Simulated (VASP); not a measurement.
Crystal: Hf3SiMo.

```
Hf Si Mo
1.0
     4.46781    0.00000    0.00000
     0.00000    4.46781    0.00000
     0.00000    0.00000    4.46781
Hf Si Mo
3 1 1
Direct
  0.00000 0.50000 0.50000
  0.50000 0.00000 0.50000
  0.50000 0.50000 0.00000
  0.50000 0.50000 0.50000
  0.00000 0.00000 0.00000
```

The cell was built from a structure type or drawn by symmetry, and may not be a known phase.

| Item | Value |
| --- | --- |
| Program | VASP 6.6.1 |
| Task | relaxation of cell and atoms |
| Functional | PBE |
| Potentials or basis | VASP PAW PBE potentials, release 64 (Hf_pv, Si, Mo_sv) |
| Cutoff | 600 eV |
| k mesh | 4 × 4 × 4 |
| Occupations | gaussian, width 0.1 eV |
| Spin | no spin polarisation |

At the start: pressure 38.9 GPa; volume 17.84 Å³/atom.

Problem. Where does the relaxation end?

Solution. Over 5 steps the energy falls by 469.9 meV/atom and the volume is 22.40 Å³/atom (+25.6 %); space group Pm-3m (No. 221, to 0.1 Å) before and after.

The path:
```csv
step,energy change (eV),largest force (eV/Å),pressure (GPa),volume (Å³)
1,0.0000,0.0000,38.85,89.18
2,1.3040,0.0000,-19.26,157.47
3,-2.3372,0.0000,-1.94,114.11
4,-2.3491,0.0000,-0.39,112.50
5,-2.3495,0.0000,0.13,112.00
```

Final structure:
```
Hf Si Mo
1.0
     4.82027    0.00000    0.00000
     0.00000    4.82027    0.00000
     0.00000    0.00000    4.82027
Hf Si Mo
3 1 1
Direct
  0.00000 0.50000 0.50000
  0.50000 0.00000 0.50000
  0.50000 0.50000 0.00000
  0.50000 0.50000 0.50000
  0.00000 0.00000 0.00000
```

Caveat: the volume moved by over 15 % at a fixed basis, so the end points are rough.
